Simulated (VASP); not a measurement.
A run of VASP 6.6.1 is set up as follows.

Contents of INCAR:

```
  ALGO = Fast
  EDIFF = 1E-7
  ENCUT = 520
  GGA = PS
  ISIF = 2
  ISMEAR = -1
  LASPH = True
  LCHARG = False
  LREAL = False
  LWAVE = False
  NBANDS = 21
  NELM = 60
  PREC = Accurate
  SIGMA = 0.05
```

The input KPOINTS:

```
k-points
0
Gamma
  9 9 5
```

Contents of POSCAR:

```
Pb
1.0
    3.0182128647     -1.7385724922      0.0000000000
    3.0182128647      1.7385724922      0.0000000000
   -2.1012644739      0.0000000000      6.0543160853
Pb
2
Direct
    0.9085084100      0.9085084100      0.7262922000
    0.0914915900      0.0914915900      0.2737078000
```

Potentials or basis: VASP PAW PBE potentials, release 64 (Pb_d).

Launch:

```bash
$ cat potpaw_PBE.64/Pb_d/POTCAR > POTCAR
$ mpirun -np 1 vasp_std > vasp.out
```

Task: Estimate the pressure.

Result: -1.1 GPa.

Task: Predict the largest force.

Result: 0.103 eV/Å.

Task: Predict the band gap on the k mesh.

Result: Zero (band 14 reaches 12.88 eV, above the bottom of band 15 at 5.12 eV).

Forces in eV/Å, atoms in the order of the input:
```
Pb   0.028  0.000 -0.099
Pb  -0.028  0.000  0.099
```

Caveat: the PAW data sets were made with another functional, which shifts forces and pressure a little; spin-orbit coupling is left out, which moves the levels of the heavy elements.
